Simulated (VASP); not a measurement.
Write the native input for VASP 6.6.1 that does the following.

| Quantity | Value |
| --- | --- |
| Task | single point |
| Functional | LDA |
| Potentials or basis | VASP PAW LDA potentials, release 64 (Si) |
| Cutoff | 520 eV |
| k mesh | 10 × 10 × 4 |
| Occupations | gaussian, width 0.03 eV |
| Spin | no spin polarisation |
| Dipole correction | no |
| Further INCAR settings | ALGO = Fast; EDIFF = 1e-06; NBANDS = 36 |

The structure of Si lies in POSCAR:

```
Si
1.0
    2.3129017595     -5.9903982585      0.0000000000
    1.9138572147      5.8479232369      0.0000000000
    0.0000000000      0.0000000000     12.5702440454
Si
12
Direct
    0.7570666288      0.2429333712      0.9449750226
    0.2429333712      0.7570666288      0.0550249774
    0.7570666288      0.2429333712      0.5550249774
    0.2429333712      0.7570666288      0.4449750226
    0.4287015211      0.5712984789      0.1572276936
    0.5712984789      0.4287015211      0.8427723064
    0.4287015211      0.5712984789      0.3427723064
    0.5712984789      0.4287015211      0.6572276936
    0.9711041075      0.0288958925      0.9092746508
    0.0288958925      0.9711041075      0.0907253492
    0.9711041075      0.0288958925      0.5907253492
    0.0288958925      0.9711041075      0.4092746508
```

These files were run (other wordings do the same):

INCAR

```
PREC = Accurate ; ENCUT = 520
EDIFF = 1E-6 ; ISMEAR = 0
SIGMA = 0.03 ; LREAL = False
LASPH = True ; NELM = 100
ALGO = Fast ; ISIF = 2
LWAVE = False ; LCHARG = False
GGA = CA ; NBANDS = 36
```

KPOINTS

```
Automatic mesh
0
Gamma
  10 10 4
```

Potentials or basis: VASP PAW LDA potentials, release 64 (Si).

Launch:

```console
$ cat potpaw_LDA.64/Si/POTCAR > POTCAR
$ mpirun -np 1 vasp_std > vasp.out
```

It gave:

```json
{"Pressure": "-11.2 GPa", "Largest force": "0.901 eV/Å", "Band gap on the k mesh": "zero (bands 24 and 25 overlap by 0.08 eV)"}
```

Caveat: the cell stands under tension; semilocal functionals underestimate gaps, so a narrow gap can read as zero.

Wall time 89 min on 1 thread of Oxide Virtual Turin-like Processor, with other jobs on the host, peak memory 1.1 GiB.
